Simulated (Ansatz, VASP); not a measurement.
ZrB2 in VASP and in Ansatz

```xyz
3
Lattice="3.0925 0.0000 0.0000 0.0000 3.1358 0.0000 0.0000 0.0000 4.6109" Properties=species:S:1:pos:R:3 pbc="T T T"
Zr    1.5463    0.0000    0.0000
B     1.5463    1.5679    2.3054
B     1.5463    0.0000    2.3054
```

Alike in both runs: functional PBE; k mesh 14 × 14 × 10; occupations gaussian, width 0.1 eV; no spin polarisation.

Ansatz relaxed the structure, and its values are those at the end. VASP's run is a single point on that final structure, the one shown.

```csv
,VASP,Ansatz
version,VASP 6.6.1,Ansatz 0.2.0
potentials or method,"VASP PAW PBE potentials, release 64 (Zr_sv, B), cutoff 520 eV","scalar-relativistic, plane waves, PAW"
valence electrons in the cell,18,18
```

```csv
,VASP,Ansatz,Ansatz less VASP
gap on the k mesh at the Fermi level (eV),none,none,-
pressure (GPa),0.0,0.0,-0.02
```

A gap of «none» marks a metal or a gap that the smearing closes.
